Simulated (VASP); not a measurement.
# Si (Fm-3m) in VASP: a series of runs

Runs on Si. Level: PBE. Tasks: single point.

Everything below comes from runs of VASP 6.6.1. Logs are shortened: lines on timing, memory, paths and dates and some standing lists are left out, and cuts for length are marked.

### 1 The cell of the first run

The structure is cubic, space group Fm-3m (No. 225). Conventional cell: a = 3.760 Å, b = 3.760 Å, c = 3.760 Å, α = 90.00°, β = 90.00°, γ = 90.00°. Within 3.5 Å of Si (site symmetry m-3m) lie 12 Si at 2.66 Å.

### 2 Single point, PBE (volume scaled by 0.92)

INCAR

```
PREC = Accurate ; ENCUT = 520
EDIFF = 1E-6 ; ISMEAR = -1
SIGMA = 0.1 ; LREAL = False
LASPH = True ; NELM = 80
ALGO = Normal ; ISIF = 2
LWAVE = False ; LCHARG = False
GGA = PE ; NBANDS = 8
```

KPOINTS

```
Automatic mesh
0
Gamma
  16 16 16
```

POSCAR

```
Si
1.0
    0.0000000000      1.8798041321      1.8798041321
    1.8798041321      0.0000000000      1.8798041321
    1.8798041321      1.8798041321      0.0000000000
Si
1
Direct
    0.0000000000      0.0000000000      0.0000000000
```

Potentials or basis: VASP PAW PBE potentials, release 64 (Si).

Launch:

```
cat potpaw_PBE.64/Si/POTCAR > POTCAR
mpirun -np 1 vasp_std > vasp.out
```

OUTCAR:

```text
PREC = Accurate
   ENCUT = 520
   EDIFF = 1E-6
   ISMEAR = -1
   LREAL = False
   LASPH = True
   NELM = 80
   ISIF = 2
   GGA = PE

 ion  position               nearest neighbor table
   1  0.000  0.000  0.000-

  LATTYP: Found a face centered cubic cell.
 ALAT       =     3.7596082642

  Lattice vectors:

 A1 = (   0.0000000000,   1.8798041321,   1.8798041321)
 A2 = (   1.8798041321,   0.0000000000,   1.8798041321)
 A3 = (   1.8798041321,   1.8798041321,   0.0000000000)

Analysis of symmetry for initial positions (statically):
=====================================================================
 Subroutine PRICEL returns:
 Original cell was already a primitive cell.

 Routine SETGRP: Setting up the symmetry group for a
 face centered cubic supercell.

 Subroutine GETGRP returns: Found 48 space group operations
 (whereof 48 operations were pure point group operations)
 out of a pool of 48 trial point group operations.

The static configuration has the point symmetry O_h .

Analysis of symmetry for dynamics (positions and initial velocities):
=====================================================================
 Subroutine PRICEL returns:
 Original cell was already a primitive cell.

 Routine SETGRP: Setting up the symmetry group for a
 face centered cubic supercell.

 Subroutine GETGRP returns: Found 48 space group operations
 (whereof 48 operations were pure point group operations)
 out of a pool of 48 trial point group operations.

The dynamic configuration has the point symmetry O_h .

 Subroutine INISYM returns: Found 48 space group operations
 (whereof 48 operations are pure point group operations),
 and found     1 'primitive' translations

----------------------------------------------------------------------------------------

                                     Primitive cell

  volume of cell :      13.2852

  direct lattice vectors                    reciprocal lattice vectors
     0.000000000  1.879804132  1.879804132    -0.265985158  0.265985158  0.265985158
     1.879804132  0.000000000  1.879804132     0.265985158 -0.265985158  0.265985158
     1.879804132  1.879804132  0.000000000     0.265985158  0.265985158 -0.265985158

  length of vectors
     2.658444498  2.658444498  2.658444498     0.460699809  0.460699809  0.460699809

  position of ions in fractional coordinates (direct lattice)
     0.000000000  0.000000000  0.000000000

  ion indices of the primitive-cell ions
   primitive index   ion index
                 1           1

----------------------------------------------------------------------------------------

 KPOINTS: Automatic mesh

Automatic generation of k-mesh.
 Grid dimensions read from file:
 generate k-points for:   16   16   16

 Generating k-lattice:

  Cartesian coordinates                     Fractional coordinates (reciprocal lattice)
    -0.016624072  0.016624072  0.016624072     0.062500000  0.000000000  0.000000000
     0.016624072 -0.016624072  0.016624072     0.000000000  0.062500000  0.000000000
     0.016624072  0.016624072 -0.016624072     0.000000000  0.000000000  0.062500000

  Length of vectors
     0.028793738  0.028793738  0.028793738

  Shift w.r.t. Gamma in fractional coordinates (k-lattice)
     0.000000000  0.000000000  0.000000000

 Subroutine IBZKPT returns following result:
 ===========================================

 Found    145 irreducible k-points:

 Following reciprocal coordinates:
            Coordinates               Weight
  0.000000  0.000000  0.000000      1.000000
  0.062500  0.000000  0.000000      8.000000
  0.125000  0.000000  0.000000      8.000000
  0.187500  0.000000  0.000000      8.000000
  0.250000  0.000000  0.000000      8.000000
  0.312500  0.000000  0.000000      8.000000
[... 16 lines left out ...]
 -0.125000  0.062500  0.000000     24.000000
 -0.062500  0.062500  0.000000     12.000000
 [... further k-points ...]
   k-points           NKPTS =    145   k-points in BZ     NKDIM =    145   number of bands    NBANDS=      8
   number of dos      NEDOS =    301   number of ions     NIONS =      1
   total plane-waves  NPLWV =   8000
   dimension x,y,z NGX =    20 NGY =   20 NGZ =   20
   dimension x,y,z NGXF=    40 NGYF=   40 NGZF=   40
   ions per type =               1
   NGX,Y,Z   is equivalent  to a cutoff of  12.51, 12.51, 12.51 a.u.
   NGXF,Y,Z  is equivalent  to a cutoff of  25.01, 25.01, 25.01 a.u.
 SYSTEM =  unknown system
   PREC   = accura    normal or accurate (medium, high low for compatibility)
   ISTART =      0    job   : 0-new  1-cont  2-samecut
   ICHARG =      2    charge: 1-file 2-atom 10-const
   ISPIN  =      1    spin polarized calculation?
   LNONCOLLINEAR =      F non collinear calculations
   LSORBIT =      F    spin-orbit coupling
   LASPH  =      T    aspherical Exc in radial PAW
   ENCUT  =  520.0 eV  38.22 Ry    6.18 a.u.   4.94  4.94  4.94*2*pi/ulx,y,z
   NELM   =     80;   NELMIN=  2; NELMDL= -5     # of ELM steps
   EDIFF  = 0.1E-05   stopping-criterion for ELM
   LREAL  =      F    real-space projection
   EDIFFG = 0.1E-04   stopping-criterion for IOM
   NSW    =      0    number of steps for IOM
   IBRION =     -1    ionic relax: 0-MD 1-quasi-New 2-CG
   NFREE  =      0    steps in history (QN), initial steepest desc. (CG)
   ISIF   =      2    stress and relaxation
   ISYM   =      2    0-nonsym 1-usesym 2-fastsym
   POTIM  = 0.5000    time-step for ionic-motion
   TEBEG  =    0.0;   TEEND  =   0.0 temperature during run
   PSTRESS=    0.0 pullay stress
   NELECT =       4.0000    total number of electrons
   NUPDOWN=      -1.0000    fix difference up-down
   EMIN   =  10.00;   EMAX   =-10.00  energy-range for DOS
   EFERMI =   0.00;   METHOD = LEGACY
   ISMEAR =    -1;   SIGMA  =   0.10  broadening in eV -4-tet -1-fermi 0-gaus
   EFERMI_NEDOS =   21; number of points for ismear=-14 and -15
   IALGO  =     38    algorithm
   IMIX   =      4    mixing-type and parameters
     AMIX     =   0.40;   BMIX     =  1.00
     AMIX_MAG =   1.60;   BMIX_MAG =  1.00
  volume/ion in A,a.u.               =      13.29        89.65
  Fermi-wavevector in a.u.,A,eV,Ry     =   1.097250  2.073502 16.380835  1.203957
  Thomas-Fermi vector in A             =   2.233607
   LORBIT       =      0    0 simple, 1 ext, 2 COOP (PROOUT), +10 PAW based schemes
   GGA     = PE    functional components
   LHFCALC =     F    Hartree Fock is set to
   AEXX    =    0.0000 exact exchange contribution
   IVDW    =     0    specifies the selected vdW correction
   LEPSILON=     F    determine dielectric tensor
   LRPA    =     F    only Hartree local field effects (RPA)
 non-spin polarized calculation
  energy-cutoff  :      520.00
  volume of cell :       13.29
 maximum number of plane-waves:       368
   NGX =  9   NGY =  9   NGZ =  9

 number of electron       4.0000000 magnetization

 Free energy of the ion-electron system (eV)
  ---------------------------------------------------
  ext. energy  EPLUGINS =         0.00000000
  ---------------------------------------------------
  free energy    TOTEN  =        -4.86230766 eV

  energy without entropy =       -4.84765045  energy(sigma->0) =       -4.85497905

 E-fermi :  11.3768     XC(G=0): -11.5439

 val. band max:       11.3530810911   @ k =  -0.2500   0.1250   0.0000
 cond. band min:      11.4866135253   @ k =  -0.4375   0.3125   0.0625
 fundamental gap:      0.1335324342
 Fermi energy:        11.3767560239

 k-point     1 :       0.0000    0.0000    0.0000
  band No.  band energies     occupation
      1      -3.9314      2.00000
      2      23.5550      0.00000
      3      23.5550      0.00000
      4      23.5550      0.00000
      5      23.6038      0.00000
      6      23.6038      0.00000
      7      23.6038      0.00000
      8      29.1372      0.00000

 k-point     2 :       0.0625    0.0000    0.0000
  band No.  band energies     occupation
      1      -3.8108      2.00000
      2      21.0680      0.00000
      3      22.6014      0.00000
      4      22.6014      0.00000
      5      24.7137      0.00000
      6      24.7137      0.00000
      7      25.0397      0.00000
      8      30.1396      0.00000

 k-point     3 :       0.1250    0.0000    0.0000
  band No.  band energies     occupation
      1      -3.4495      2.00000
      2      18.2396      0.00000
      3      21.8112      0.00000
      4      21.8112      0.00000
      5      25.3876      0.00000
      6      25.8637      0.00000
      7      25.8637      0.00000
      8      29.2417      0.00000

 k-point     4 :       0.1875    0.0000    0.0000
  band No.  band energies     occupation
      1      -2.8488      2.00000
      2      15.4159      0.00000
      3      21.2166      0.00000
      4      21.2166      0.00000
      5      25.3424      0.00000
      6      26.2657      0.00000
      7      26.2657      0.00000
      8      28.9854      0.00000

 k-point     5 :       0.2500    0.0000    0.0000
  band No.  band energies     occupation
      1      -2.0110      2.00000
      2      12.7057      0.00000
      3      20.8180      0.00000
      4      20.8180      0.00000
      5      25.2503      0.00000
      6      25.4058      0.00000
      7      25.4058      0.00000
      8      30.2628      0.00000
[... 177 lines left out ...]
 k-point    22 :      -0.1875    0.0625    0.0000
  band No.  band energies     occupation
      1      -2.4892      2.00000
      2      14.5800      0.00000
      3      19.0184      0.00000
      4      22.4093      0.00000
      5      24.9809      0.00000
      6      25.9314      0.00000
      7      26.6819      0.00000
      8      27.9368      0.00000

 k-point    23 :      -0.1250    0.0625    0.0000
  band No.  band energies     occupation
      1      -3.1689      2.00000
      2      17.3492      0.00000
      3      19.5441      0.00000
      4      23.0028      0.00000
      5      24.9383      0.00000
      6      25.8838      0.00000
      7      27.1283      0.00000
      8      27.7528      0.00000

 k-point    24 :      -0.0625    0.0625    0.0000
  band No.  band energies     occupation
      1      -3.6100      2.00000
      2      19.9908      0.00000
      3      20.4124      0.00000
      4      23.6572      0.00000
      5      23.9154      0.00000
      6      25.5126      0.00000
      7      26.2807      0.00000
      8      28.9643      0.00000

 [... further k-points ...]

------------------------ aborting loop because EDIFF is reached ----------------------------------------

  FORCE on cell =-STRESS in cart. coord.  units (eV):
  Direction    XX          YY          ZZ          XY          YZ          ZX
  --------------------------------------------------------------------------------------
  -------------------------------------------------------------------------------------
  Total        0.7213043      0.7213043      0.7213043      0.0000000      0.0000000     -0.0000000
  in kB       86.9883911     86.9883911     86.9883911      0.0000000      0.0000000     -0.0000000
  external PRESSURE =      86.9883911 kB  Pullay stress =       0.0000000 kB

 VOLUME and BASIS-vectors are now :
 -----------------------------------------------------------------------------
  energy-cutoff  :      520.00
  volume of cell :       13.29
      direct lattice vectors                 reciprocal lattice vectors
     0.000000000  1.879804132  1.879804132    -0.265985158  0.265985158  0.265985158
     1.879804132  0.000000000  1.879804132     0.265985158 -0.265985158  0.265985158
     1.879804132  1.879804132  0.000000000     0.265985158  0.265985158 -0.265985158

 POSITION                                       TOTAL-FORCE (eV/Angst)
 -----------------------------------------------------------------------------------
      0.00000      0.00000      0.00000        -0.000000      0.000000      0.000000
 -----------------------------------------------------------------------------------
    total drift:                                0.000000      0.000000     -0.000000

  FREE ENERGIE OF THE ION-ELECTRON SYSTEM (eV)
  ---------------------------------------------------
  free  energy   TOTEN  =        -4.8623076640 eV

  energy  without entropy=       -4.8476504450  energy(sigma->0) =       -4.85497905
```

It took 7.4 s on 1 thread of Intel Xeon Platinum 8559C (Emerald Rapids), shared host; peak memory 0.12 GiB.

Results:

```yaml
Free_energy: -4.8623 eV
Pressure: 8.7 GPa
Band_gap_on_the_k_mesh: zero (band 2 reaches 23.55 eV, above the bottom of band 3 at 8.06 eV)
```

### 3 Single point, PBE (volume scaled by 0.96)

INCAR

```
SYSTEM = Si
  PREC = Accurate
  ENCUT = 520
  EDIFF = 1E-7
  ISMEAR = -1
  SIGMA = 0.1
  LREAL = .False.
  LASPH = .True.
  NELM = 100
  ALGO = Normal
  ISIF = 2
  LWAVE = .False.
  LCHARG = .False.
  GGA = PE
  NBANDS = 8
```

KPOINTS

```
regular mesh
0
Gamma
  16 16 16
  0 0 0
```

POSCAR

```
Si
1.0
    0.0000000000      1.9066621055      1.9066621055
    1.9066621055      0.0000000000      1.9066621055
    1.9066621055      1.9066621055      0.0000000000
Si
1
Direct
    0.0000000000      0.0000000000      0.0000000000
```

Potentials or basis: VASP PAW PBE potentials, release 64 (Si).

Launch:

```
cat potpaw_PBE.64/Si/POTCAR > POTCAR
mpirun -np 1 vasp_std > vasp.out
```

OUTCAR:

```text
SYSTEM = Si
   PREC = Accurate
   ENCUT = 520
   EDIFF = 1E-7
   ISMEAR = -1
   LREAL = .False.
   LASPH = .True.
   NELM = 100
   ISIF = 2
   GGA = PE

 ion  position               nearest neighbor table
   1  0.000  0.000  0.000-

  LATTYP: Found a face centered cubic cell.
 ALAT       =     3.8133242110

  Lattice vectors:

 A1 = (   0.0000000000,   1.9066621055,   1.9066621055)
 A2 = (   1.9066621055,   0.0000000000,   1.9066621055)
 A3 = (   1.9066621055,   1.9066621055,   0.0000000000)

Analysis of symmetry for initial positions (statically):
=====================================================================
 Subroutine PRICEL returns:
 Original cell was already a primitive cell.

 Routine SETGRP: Setting up the symmetry group for a
 face centered cubic supercell.

 Subroutine GETGRP returns: Found 48 space group operations
 (whereof 48 operations were pure point group operations)
 out of a pool of 48 trial point group operations.

The static configuration has the point symmetry O_h .

Analysis of symmetry for dynamics (positions and initial velocities):
=====================================================================
 Subroutine PRICEL returns:
 Original cell was already a primitive cell.

 Routine SETGRP: Setting up the symmetry group for a
 face centered cubic supercell.

 Subroutine GETGRP returns: Found 48 space group operations
 (whereof 48 operations were pure point group operations)
 out of a pool of 48 trial point group operations.

The dynamic configuration has the point symmetry O_h .

 Subroutine INISYM returns: Found 48 space group operations
 (whereof 48 operations are pure point group operations),
 and found     1 'primitive' translations

----------------------------------------------------------------------------------------

                                     Primitive cell

[... 107 lines left out ...]
     AMIX     =   0.40;   BMIX     =  1.00
     AMIX_MAG =   1.60;   BMIX_MAG =  1.00
  volume/ion in A,a.u.               =      13.86        93.55
  Fermi-wavevector in a.u.,A,eV,Ry     =   1.081794  2.044294 15.922592  1.170278
  Thomas-Fermi vector in A             =   2.217819
   LORBIT       =      0    0 simple, 1 ext, 2 COOP (PROOUT), +10 PAW based schemes
   GGA     = PE    functional components
   LHFCALC =     F    Hartree Fock is set to
   AEXX    =    0.0000 exact exchange contribution
   IVDW    =     0    specifies the selected vdW correction
   LEPSILON=     F    determine dielectric tensor
   LRPA    =     F    only Hartree local field effects (RPA)
 non-spin polarized calculation
  energy-cutoff  :      520.00
  volume of cell :       13.86
 maximum number of plane-waves:       388
   NGX =  9   NGY =  9   NGZ =  9

 number of electron       4.0000000 magnetization

 Free energy of the ion-electron system (eV)
  ---------------------------------------------------
  ext. energy  EPLUGINS =         0.00000000
  ---------------------------------------------------
  free energy    TOTEN  =        -4.88501563 eV

  energy without entropy =       -4.87011042  energy(sigma->0) =       -4.87756303

 E-fermi :  10.7823     XC(G=0): -11.3694

 val. band max:       10.7730789578   @ k =  -0.2500   0.1250   0.0000
 cond. band min:      10.8638945176   @ k =  -0.4375   0.3125   0.0625
 fundamental gap:      0.0908155598
 Fermi energy:        10.7823070649

 k-point     1 :       0.0000    0.0000    0.0000
  band No.  band energies     occupation
      1      -4.1107      2.00000
      2      22.4165      0.00000
      3      22.4165      0.00000
      4      22.4165      0.00000
      5      22.8425      0.00000
      6      22.8425      0.00000
      7      22.8425      0.00000
      8      28.2768      0.00000
[... 243 lines left out ...]
 k-point    24 :      -0.0625    0.0625    0.0000
  band No.  band energies     occupation
      1      -3.7984      2.00000
      2      19.1931      0.00000
      3      19.5154      0.00000
      4      22.5037      0.00000
      5      23.1449      0.00000
      6      24.4820      0.00000
      7      25.2751      0.00000
      8      28.0345      0.00000

 [... further k-points ...]

------------------------ aborting loop because EDIFF is reached ----------------------------------------

  FORCE on cell =-STRESS in cart. coord.  units (eV):
  Direction    XX          YY          ZZ          XY          YZ          ZX
  --------------------------------------------------------------------------------------
  -------------------------------------------------------------------------------------
  Total        0.3478647      0.3478647      0.3478647     -0.0000000     -0.0000000     -0.0000000
  in kB       40.2040437     40.2040437     40.2040437     -0.0000000     -0.0000000     -0.0000000
  external PRESSURE =      40.2040437 kB  Pullay stress =       0.0000000 kB

 VOLUME and BASIS-vectors are now :
 -----------------------------------------------------------------------------
  energy-cutoff  :      520.00
  volume of cell :       13.86
      direct lattice vectors                 reciprocal lattice vectors
     0.000000000  1.906662105  1.906662105    -0.262238390  0.262238390  0.262238390
     1.906662105  0.000000000  1.906662105     0.262238390 -0.262238390  0.262238390
     1.906662105  1.906662105  0.000000000     0.262238390  0.262238390 -0.262238390

 POSITION                                       TOTAL-FORCE (eV/Angst)
 -----------------------------------------------------------------------------------
      0.00000      0.00000      0.00000         0.000000      0.000000      0.000000
 -----------------------------------------------------------------------------------
    total drift:                                0.000000      0.000000     -0.000000

  FREE ENERGIE OF THE ION-ELECTRON SYSTEM (eV)
  ---------------------------------------------------
  free  energy   TOTEN  =        -4.8850156326 eV

  energy  without entropy=       -4.8701104176  energy(sigma->0) =       -4.87756303
```

OSZICAR:

```text
N       E                     dE             d eps       ncg     rms          rms(c)
DAV:   1    -0.254870570154E+01   -0.25487E+01   -0.17785E+03  2512   0.381E+02
DAV:   2    -0.489420387313E+01   -0.23455E+01   -0.22690E+01  3456   0.296E+01
DAV:   3    -0.490678121471E+01   -0.12577E-01   -0.12571E-01  2664   0.230E+00
DAV:   4    -0.490679282406E+01   -0.11609E-04   -0.11608E-04  3896   0.737E-02
DAV:   5    -0.490679282403E+01    0.33879E-10   -0.13841E-08  2728   0.507E-04    0.288E+00
DAV:   6    -0.489302492335E+01    0.13768E-01   -0.38156E-03  2688   0.274E-01    0.160E+00
DAV:   7    -0.488505614015E+01    0.79688E-02   -0.77812E-03  2800   0.390E-01    0.137E-01
DAV:   8    -0.488501593405E+01    0.40206E-04   -0.26734E-05  3464   0.420E-02    0.136E-02
DAV:   9    -0.488501614017E+01   -0.20612E-06   -0.37746E-07  3096   0.350E-03    0.111E-03
DAV:  10    -0.488501571988E+01    0.42028E-06   -0.10702E-08  2736   0.559E-04    0.561E-04
DAV:  11    -0.488501563260E+01    0.87287E-07   -0.70611E-10  1616   0.188E-04
   1 F= -.48850156E+01 E0= -.48775630E+01  d E =-.149052E-01
```

Run time: 7.7 s. Hardware: 1 thread of Intel Xeon Platinum 8559C (Emerald Rapids), shared host; peak memory 0.12 GiB.

What came out:

```yaml
Free_energy: -4.8850 eV
Pressure: 4.0 GPa
Band_gap_on_the_k_mesh: zero (band 2 reaches 22.42 eV, above the bottom of band 3 at 7.55 eV)
```
